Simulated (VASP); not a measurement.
# CoSi2 (Fm-3m) in VASP: notebook, part 2 of 3

VASP 6.6.1.

### 3 Relaxation of cell and atoms, PBEsol, collinear spin, ferromagnetic start, target pressure 5 GPa, at which the enthalpy is minimised

This run uses another cell than the first one, of 12.80 Å³/atom, 1.050 times its volume.

File INCAR:

```
PREC = Accurate
ENCUT = 600
EDIFF = 1E-6
ISMEAR = -1
SIGMA = 0.05
LREAL = False
LASPH = True
NELM = 150
ALGO = Normal
ISIF = 3
LWAVE = False
LCHARG = False
ISPIN = 2
MAGMOM = 2 0 0
LORBIT = 11
LMAXMIX = 4
GGA = PS
IBRION = 2
NSW = 80
EDIFFG = -0.01
PSTRESS = 50.0
```

File KPOINTS:

```
Automatic mesh
0
Gamma
  9 9 9
```

File POSCAR:

```
CoSi2
1.0
    0.0000000000      2.6780000000      2.6780000000
    2.6780000000      0.0000000000      2.6780000000
    2.6780000000      2.6780000000      0.0000000000
Co Si
1 2
Direct
    0.0000000000      0.0000000000      0.0000000000
    0.7500000000      0.7500000000      0.7500000000
    0.2500000000      0.2500000000      0.2500000000
```

Potentials or basis: VASP PAW PBE potentials, release 64 (Co, Si).

Launch:

```bash
cat potpaw_PBE.64/Co/POTCAR potpaw_PBE.64/Si/POTCAR > POTCAR
mpirun -np 1 vasp_std > vasp.out
```

OUTCAR:

```text
PREC = Accurate
   ENCUT = 600
   EDIFF = 1E-6
   ISMEAR = -1
   LREAL = False
   LASPH = True
   NELM = 150
   ISIF = 3
   ISPIN = 2
   LORBIT = 11
   GGA = PS
   IBRION = 2
   NSW = 80
   EDIFFG = -0.01
   PSTRESS = 50.0

 ion  position               nearest neighbor table
   1  0.000  0.000  0.000-   2 2.32   3 2.32   2 2.32   2 2.32   3 2.32   2 2.32   3 2.32   3 2.32

   2  0.750  0.750  0.750-   1 2.32   1 2.32   1 2.32   1 2.32   3 2.68   3 2.68   3 2.68   3 2.68
                             3 2.68   3 2.68
   3  0.250  0.250  0.250-   1 2.32   1 2.32   1 2.32   1 2.32   2 2.68   2 2.68   2 2.68   2 2.68
                             2 2.68   2 2.68

  LATTYP: Found a face centered cubic cell.
 ALAT       =     5.3560000000

  Lattice vectors:

 A1 = (   0.0000000000,   2.6780000000,   2.6780000000)
 A2 = (   2.6780000000,   0.0000000000,   2.6780000000)
 A3 = (   2.6780000000,   2.6780000000,   0.0000000000)

Analysis of symmetry for initial positions (statically):
=====================================================================
 Subroutine PRICEL returns:
 Original cell was already a primitive cell.

 Routine SETGRP: Setting up the symmetry group for a
 face centered cubic supercell.

 Subroutine GETGRP returns: Found 48 space group operations
 (whereof 48 operations were pure point group operations)
 out of a pool of 48 trial point group operations.

The static configuration has the point symmetry O_h .

Analysis of symmetry for dynamics (positions and initial velocities):
=====================================================================
 Subroutine PRICEL returns:
 Original cell was already a primitive cell.

 Routine SETGRP: Setting up the symmetry group for a
 face centered cubic supercell.

 Subroutine GETGRP returns: Found 48 space group operations
 (whereof 48 operations were pure point group operations)
 out of a pool of 48 trial point group operations.

The dynamic configuration has the point symmetry O_h .

Analysis of structural, dynamic, and magnetic symmetry:
=====================================================================
 Subroutine PRICEL returns:
 Original cell was already a primitive cell.

 Routine SETGRP: Setting up the symmetry group for a
 face centered cubic supercell.

 Subroutine GETGRP returns: Found 48 space group operations
 (whereof 48 operations were pure point group operations)
 out of a pool of 48 trial point group operations.

The overall configuration has the point symmetry O_h .

 Subroutine INISYM returns: Found 48 space group operations
 (whereof 48 operations are pure point group operations),
 and found     1 'primitive' translations

----------------------------------------------------------------------------------------

                                     Primitive cell

  volume of cell :      38.4115

  direct lattice vectors                    reciprocal lattice vectors
     0.000000000  2.678000000  2.678000000    -0.186706497  0.186706497  0.186706497
     2.678000000  0.000000000  2.678000000     0.186706497 -0.186706497  0.186706497
     2.678000000  2.678000000  0.000000000     0.186706497  0.186706497 -0.186706497

  length of vectors
     3.787263920  3.787263920  3.787263920     0.323385140  0.323385140  0.323385140

  position of ions in fractional coordinates (direct lattice)
     0.000000000  0.000000000  0.000000000
     0.750000000  0.750000000  0.750000000
     0.250000000  0.250000000  0.250000000

  ion indices of the primitive-cell ions
   primitive index   ion index
                 1           1
                 2           2
                 3           3
[... 32 lines left out ...]
  0.333333  0.000000  0.000000      8.000000
  0.444444  0.000000  0.000000      8.000000
  0.111111  0.111111  0.000000      6.000000
[... 16 lines left out ...]
 -0.333333  0.333333  0.000000     12.000000
  0.444444  0.444444  0.000000      6.000000
 [... further k-points ...]
   k-points           NKPTS =     35   k-points in BZ     NKDIM =     35   number of bands    NBANDS=     13
   number of dos      NEDOS =    301   number of ions     NIONS =      3
   total plane-waves  NPLWV =  27000
   dimension x,y,z NGX =    30 NGY =   30 NGZ =   30
   dimension x,y,z NGXF=    60 NGYF=   60 NGZF=   60
   ions per type =               1   2
   NGX,Y,Z   is equivalent  to a cutoff of  13.17, 13.17, 13.17 a.u.
   NGXF,Y,Z  is equivalent  to a cutoff of  26.34, 26.34, 26.34 a.u.
 SYSTEM =  unknown system
   PREC   = accura    normal or accurate (medium, high low for compatibility)
   ISTART =      0    job   : 0-new  1-cont  2-samecut
   ICHARG =      2    charge: 1-file 2-atom 10-const
   ISPIN  =      2    spin polarized calculation?
   LNONCOLLINEAR =      F non collinear calculations
   LSORBIT =      F    spin-orbit coupling
   LASPH  =      T    aspherical Exc in radial PAW
   ENCUT  =  600.0 eV  44.10 Ry    6.64 a.u.   7.56  7.56  7.56*2*pi/ulx,y,z
   NELM   =    150;   NELMIN=  2; NELMDL= -5     # of ELM steps
   EDIFF  = 0.1E-05   stopping-criterion for ELM
   LREAL  =      F    real-space projection
   EDIFFG = -.1E-01   stopping-criterion for IOM
   NSW    =     80    number of steps for IOM
   IBRION =      2    ionic relax: 0-MD 1-quasi-New 2-CG
   NFREE  =      1    steps in history (QN), initial steepest desc. (CG)
   ISIF   =      3    stress and relaxation
   ISYM   =      2    0-nonsym 1-usesym 2-fastsym
   POTIM  = 0.5000    time-step for ionic-motion
   TEBEG  =    0.0;   TEEND  =   0.0 temperature during run
   PSTRESS=   50.0 pullay stress
   NELECT =      17.0000    total number of electrons
   NUPDOWN=      -1.0000    fix difference up-down
   EMIN   =  10.00;   EMAX   =-10.00  energy-range for DOS
[... 5 lines left out ...]
     AMIX     =   0.40;   BMIX     =  1.00
     AMIX_MAG =   1.60;   BMIX_MAG =  1.00
  volume/ion in A,a.u.               =      12.80        86.40
  Fermi-wavevector in a.u.,A,eV,Ry     =   1.247586  2.357596 21.177078  1.556471
  Thomas-Fermi vector in A             =   2.381712
   LORBIT       =     11    0 simple, 1 ext, 2 COOP (PROOUT), +10 PAW based schemes
   GGA     = PS    functional components
   LHFCALC =     F    Hartree Fock is set to
   AEXX    =    0.0000 exact exchange contribution
   IVDW    =     0    specifies the selected vdW correction
   LEPSILON=     F    determine dielectric tensor
   LRPA    =     F    only Hartree local field effects (RPA)
 conjugate gradient relaxation of ions
 spin polarized calculation
  energy-cutoff  :      600.00
  volume of cell :       38.41
 maximum number of plane-waves:      1299
   NGX = 15   NGY = 15   NGZ = 15

--------------------------------------- Ionic step        1  -------------------------------------------

 number of electron      17.0000005 magnetization       0.0042782

 number of electron      17.0000005 magnetization      -0.0001249

 Free energy of the ion-electron system (eV)
  ---------------------------------------------------
  ext. energy  EPLUGINS =         0.00000000
  ---------------------------------------------------
  free energy    TOTEN  =       -20.96932181 eV

  energy without entropy =      -20.95915009  energy(sigma->0) =      -20.96423595

 E-fermi :   9.9646     XC(G=0): -11.8556

 val. band max:        9.9410995831   @ k =  -0.2222   0.1111   0.0000
 cond. band min:       9.9902668597   @ k =   0.3333   0.1111   0.0000
 fundamental gap:      0.0491672766
 Fermi energy:         9.9646432721

 spin component 1

 k-point     1 :       0.0000    0.0000    0.0000
  band No.  band energies     occupation
      1      -3.1223      1.00000
      2       5.9173      1.00000
      3       5.9173      1.00000
      4       5.9173      1.00000
      5       8.0950      1.00000
      6       8.0950      1.00000
      7      10.7870      0.00000
      8      13.4240      0.00000
      9      13.4240      0.00000
     10      13.4240      0.00000
     11      13.4264      0.00000
     12      13.4264      0.00000
[... 879 lines left out ...]
 number of electron      16.9999996 magnetization       0.0000040

 number of electron      16.9999996 magnetization      -0.0000015

 Free energy of the ion-electron system (eV)
  ---------------------------------------------------
  ext. energy  EPLUGINS =         0.00000000
  ---------------------------------------------------
  free energy    TOTEN  =       -20.96792328 eV

  energy without entropy =      -20.95776242  energy(sigma->0) =      -20.96284285

 E-fermi :  10.6220     XC(G=0): -12.0778

 val. band max:       10.6092201327   @ k =  -0.2222   0.1111   0.0000
 cond. band min:      10.6406007334   @ k =   0.3333   0.1111   0.0000
 fundamental gap:      0.0313806007
 Fermi energy:        10.6219614061

 spin component 1

 k-point     1 :       0.0000    0.0000    0.0000
  band No.  band energies     occupation
      1      -2.8385      1.00000
      2       6.3591      1.00000
      3       6.3591      1.00000
      4       6.3591      1.00000
      5       8.5925      1.00000
      6       8.5925      1.00000
      7      11.9377      0.00000
      8      14.0982      0.00000
      9      14.0982      0.00000
     10      14.0982      0.00000
     11      14.2874      0.00000
     12      14.2874      0.00000
[... 791 lines left out ...]
  energy  without entropy=      -20.9577624190  energy(sigma->0) =      -20.96284285

  enthalpy is  TOTEN    =       -19.8256977233 eV   P V=        1.1422255572

 reached required accuracy - stopping structural energy minimisation

 total charge

# of ion       s       p       d       tot
------------------------------------------
    1        0.568   0.780   7.655   9.004
    2        0.717   0.903   0.000   1.620
    3        0.717   0.903   0.000   1.620
--------------------------------------------------
tot          2.002   2.587   7.655  12.244

 magnetization (x)

# of ion       s       p       d       tot
------------------------------------------
    1        0.000  -0.000   0.000   0.000
    2        0.000   0.000   0.000   0.000
    3        0.000   0.000   0.000   0.000
--------------------------------------------------
tot          0.000   0.000   0.000   0.000
```

It took 1.8 min on 1 thread of Intel Xeon Platinum 8375C at 2.90GHz (Ice Lake), shared host; peak memory 0.22 GiB.

What came out:

```yaml
Free_energy: -20.9679 eV
Relaxed_volume: 12.20 Å³/atom
Relaxed_cell: a = 3.727 Å, b = 3.727 Å, c = 3.727 Å, α = 60.00°, β = 60.00°, γ = 60.00°
Space_group_after_relaxing_to_0.05_Å: Fm-3m (No. 225)
Energy_change_on_relaxing_the_enthalpy_is_what_falls: +0.5 meV/atom
Ionic_steps: 4
Pressure_after_relaxing: 5.0 GPa
Net_moment: 0.00 μB per cell
Valence_electrons_inside_the_program's_atomic_spheres: Co 9.00; Si 1.62
```

Step by step:
| step | energy change (eV) | largest force (eV/Å) | pressure (GPa) | volume (Å³) |
| --- | --- | --- | --- | --- |
| 1 | 0.0000 | 0.0000 | -4.34 | 38.41 |
| 2 | 0.1690 | 0.0000 | 20.22 | 34.41 |
| 3 | 0.0003 | 0.0000 | 4.84 | 36.64 |
| 4 | 0.0014 | 0.0000 | 5.00 | 36.60 |

Final structure:
```
CELL_PARAMETERS angstrom
0.00000 2.63524 2.63524
2.63524 0.00000 2.63524
2.63524 2.63524 0.00000
ATOMIC_POSITIONS crystal
Co 0.00000 0.00000 0.00000
Si 0.75000 0.75000 0.75000
Si 0.25000 0.25000 0.25000
```

Levels at points of the mesh, in eV from the Fermi level:
Spin up:
| k point | band 6 | band 7 | band 8 | band 9 | band 10 | band 11 | band 12 | band 13 |
| --- | --- | --- | --- | --- | --- | --- | --- | --- |
| (0.00, 0.00, 0.00) | -2.03 | 1.32 | 3.48 | 3.48 | 3.48 | 3.67 | 3.67 | 3.67 |
Spin down:
| k point | band 5 | band 6 | band 7 | band 8 | band 9 | band 10 | band 11 | band 12 | band 13 |
| --- | --- | --- | --- | --- | --- | --- | --- | --- | --- |
| (0.00, 0.00, 0.00) | -2.03 | -2.03 | 1.32 | 3.48 | 3.48 | 3.48 | 3.67 | 3.67 | 3.67 |

Caveat: the starting moments collapsed, and a magnetic state may lie lower; the cell is relaxed towards a set pressure, so the enthalpy falls and the energy may rise; the PAW data sets were made with another functional, which shifts forces and pressure a little.

[end of part 2 of 3]
